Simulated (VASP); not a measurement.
Write the native input for VASP 6.6.1 that does the following.

| Property | Result |
| --- | --- |
| Task | single point |
| Functional | PBEsol |
| Potentials or basis | VASP PAW PBE potentials, release 64 (Nb_sv) |
| Cutoff | 520 eV |
| k mesh | 20 × 20 × 20 |
| Occupations | gaussian, width 0.15 eV |
| Spin | no spin polarisation |
| Dipole correction | no |
| Further INCAR settings | ALGO = Normal; EDIFF = 1e-06; NBANDS = 12 |

The structure of Nb lies in POSCAR:

```
Nb
1.0
   -1.6639500000      1.4767556250      1.6639500000
    1.6639500000     -1.4767556250      1.6639500000
    1.6639500000      1.4767556250     -1.6639500000
Nb
1
Direct
    0.0000000000      0.0000000000      0.0000000000
```

This cell differs from its parent crystal: strain -0.1125 x Voigt [0, 1, 0, 0, 0, 0].

These files were run (other wordings do the same):

INCAR

```
PREC = Accurate
ENCUT = 520
EDIFF = 1E-6
ISMEAR = 0
SIGMA = 0.15
LREAL = F
LASPH = T
NELM = 80
ALGO = Normal
ISIF = 2
LWAVE = F
LCHARG = F
GGA = PS
NBANDS = 12
```

KPOINTS

```
Automatic mesh
0
Gamma
  20 20 20
```

Potentials or basis: VASP PAW PBE potentials, release 64 (Nb_sv).

Command:

```sh
$ cat potpaw_PBE.64/Nb_sv/POTCAR > POTCAR
$ mpirun -np 1 vasp_std > vasp.out
```

It gave:

- Pressure: 15.4 GPa
- Band gap on the k mesh: zero (an odd number of electrons rules out a gap without spin polarisation)

Caveat: the cell differs from its parent crystal (strain -0.1125 x Voigt [0, 1, 0, 0, 0, 0]); the cell stands under pressure; the PAW data sets were made with another functional, which shifts forces and pressure a little.

It took 79 s on 1 thread of Intel Xeon 8259CL, with other jobs on the host, peak memory 0.24 GiB.
